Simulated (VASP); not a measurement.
**Sn4O9 (a cell with a defect): single point with PBE**

Sn4O9 (a cell with a defect):

```
Sn O
1.0
    -4.82652    0.00000    3.23817
     4.82652    0.00000    3.23817
     0.00000    4.82837   -3.23817
Sn O
4 9
Direct
  0.28971 0.77669 0.52915
  0.76377 0.25760 0.52225
  0.02678 0.99500 0.00366
  0.52665 0.51488 0.02358
  0.87106 0.23856 0.21719
  0.52643 0.81773 0.32609
  0.97510 0.75926 0.21411
  0.45946 0.23687 0.18418
  0.59406 0.74317 0.81302
  0.07819 0.25676 0.81922
  0.02686 0.69067 0.69934
  0.52668 0.20828 0.71677
  0.18278 0.36435 0.40266
```

This cell differs from its parent crystal: with an interstitial atom, then relaxed in part.

- Program: VASP 6.6.1
- Task: single point
- Functional: PBE
- Potentials or basis: VASP PAW PBE potentials, release 64 (Sn_d, O_h)
- Cutoff: 1000 eV
- k mesh: 3 × 3 × 3
- Occupations: gaussian, width 0.02 eV
- Spin: no spin polarisation

- Pressure: 10.0 GPa
- Largest force: 0.042 eV/Å
- Band gap on the k mesh: 0.69 eV

Forces on the atoms (eV/Å):
```
Sn   0.012  0.002  0.010
Sn  -0.003  0.012 -0.014
Sn   0.009  0.005 -0.008
Sn   0.013  0.002  0.013
O    0.014 -0.038  0.007
O   -0.016 -0.010  0.003
O   -0.009  0.007 -0.001
O   -0.018  0.011  0.005
O    0.007 -0.017 -0.006
O    0.009 -0.010  0.005
O    0.005  0.003 -0.004
O    0.013  0.015  0.003
O   -0.036  0.016 -0.013
```

Stress tensor (GPa, compression positive):
```
 8.54  3.65 -3.07
 3.65  8.51  3.07
-3.07  3.07 12.91
```

Levels at points of the mesh, in eV from the valence-band top:
| k point | band 53 | band 54 | band 55 | band 56 | band 57 | band 58 |
| --- | --- | --- | --- | --- | --- | --- |
| (0.00, 0.00, 0.00) | -0.86 | -0.55 | -0.52 | 0.69 | 4.09 | 4.21 |

It took 9.9 min on 1 thread of Intel(R) Xeon(R) Platinum 8259CL CPU @ 2.50GHz (Skylake/Cascade Lake), on a shared host, peak memory 0.64 GiB.

Caveat: the k points lie up to 0.45 Å⁻¹ apart; the cell differs from its parent crystal (with an interstitial atom, then relaxed in part); spin-orbit coupling is left out, which moves the levels of the heavy elements.
